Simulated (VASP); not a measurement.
Crystal: Mo.

```
Mo
1.0
    -1.58381    1.58381    1.58381
     1.58381   -1.58381    1.58381
     1.58381    1.58381   -1.58381
Mo
1
Direct
  0.00000 0.00000 0.00000
```

Base run:

| Quantity | Value |
| --- | --- |
| Program | VASP 6.6.1 |
| Functional | PBEsol |
| Potentials or basis | VASP PAW PBE potentials, release 64 (Mo_sv) |
| Cutoff | 520 eV |
| k mesh | 12 × 12 × 12 |
| Occupations | fermi-dirac, width 0.05 eV |
| Spin | non-collinear spin, zero start, spin-orbit coupling |
| Starting moments | [[0.0, 0.0, 0.0]] μB |

Its results: pressure -9.0 GPa; net moment 0.00 μB per cell.

**Question.** The run is repeated on the same cell with these changes: functional from PBEsol to RPBE; dispersion from none to D3(BJ). What comes out?

**Answer.** Pressure -43.4 GPa; net moment 0.00 μB per cell.

Several settings changed at once.

Caveats: the cell stands under tension; the PAW data sets were made with another functional, which shifts forces and pressure a little; the dispersion term is far too large for a dense solid, which distorts pressure and volume (at least some runs).
